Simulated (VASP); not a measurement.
Set up this calculation in VASP 6.6.1, as the native input.

```
Task                   : single point
Functional             : LDA
Potentials or basis    : VASP PAW LDA potentials, release 64 (Cd, Ag)
Cutoff                 : 520 eV
k mesh                 : 16 × 16 × 16
Occupations            : gaussian, width 0.15 eV
Spin                   : no spin polarisation
Dipole correction      : no
Further INCAR settings : ALGO = Normal; EDIFF = 1e-06; NBANDS = 18
```

The structure of CdAg lies in POSCAR:

```
CdAg
1.0
    3.7379867899      0.0000000000      0.0000000000
    0.0000000000      3.7379867899      0.0000000000
    0.0000000000      0.0000000000      2.6427566604
Cd Ag
1 1
Direct
    0.5000000000      0.5000000000      0.5000000000
    0.0000000000      0.0000000000      0.0000000000
```

This cell differs from its parent crystal: ratio of the length along z to the lengths across it x 0.707, volume and fractional coordinates fixed.

One way to write it, as run:

INCAR

```
SYSTEM = CdAg
ALGO     = Normal         ! electronic algorithm
EDIFF    = 1E-6           ! SCF threshold, eV
ENCUT    = 520            ! plane-wave cutoff, eV
GGA      = CA             ! functional
ISIF     = 2              ! what is computed and relaxed
ISMEAR   = 0              ! smearing method
LASPH    = .True.         ! aspherical terms in the spheres
LCHARG   = .False.        ! write CHGCAR
LREAL    = .False.        ! projectors in reciprocal space
LWAVE    = .False.        ! write WAVECAR
NBANDS   = 18             ! bands
NELM     = 100            ! most SCF steps
PREC     = Accurate       ! precision mode
SIGMA    = 0.15           ! smearing width, eV
```

KPOINTS

```
k-points
0
Gamma
  16 16 16
  0 0 0
```

Potentials or basis: VASP PAW LDA potentials, release 64 (Cd, Ag).

Run with:

```console
$ cat potpaw_LDA.64/Cd/POTCAR potpaw_LDA.64/Ag/POTCAR > POTCAR
$ mpirun -np 1 vasp_std > vasp.out
```

It gave:

```
Pressure : 1.4 GPa
```

Wall time 2.6 min on 1 thread of Intel(R) Xeon(R) Platinum 8375C CPU @ 2.90GHz (Ice Lake), on a shared host, peak memory 0.36 GiB.
